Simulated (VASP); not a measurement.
CdF2, 3 atoms in the cell. Symmetry: I4/mmm, No. 139, tetragonal system. Conventional cell: a = 3.753 Å, b = 3.753 Å, c = 5.550 Å, α = 90.00°, β = 90.00°, γ = 90.00°. Within 3.1 Å of Cd (site symmetry 4/mmm) lie 8 F at 2.33 Å. F (site symmetry -4m2) has 4 Cd at 2.33 Å and 6 F at 2.65 to 2.77 Å within 3.1 Å.  This cell differs from its parent crystal: strain -0.015 along x and y, +0.030 along z.

* Program: VASP 6.6.1
* Task: single point
* Functional: PBE
* Potentials or basis: VASP PAW PBE potentials, release 64 (Cd, F)
* Cutoff: 520 eV
* k mesh: 8 × 8 × 8
* Occupations: gaussian, width 0.05 eV
* Spin: no spin polarisation
* Dipole correction: no
* Further INCAR settings: ALGO = Normal; EDIFF = 1e-06; NBANDS = 20

Potentials or basis: VASP PAW PBE potentials, release 64 (Cd, F).

Run with:

```bash
$ cat potpaw_PBE.64/Cd/POTCAR potpaw_PBE.64/F/POTCAR > POTCAR
$ mpirun -np 1 vasp_std > vasp.out
```

Hardware: 1 thread of Intel Xeon 8259CL (shared host).

Q: Estimate the wall time of this run.

A: It took 66 s on 1 thread of Intel Xeon 8259CL, on a shared host, peak memory 0.19 GiB. Counts: scf iterations 14, k points 59.
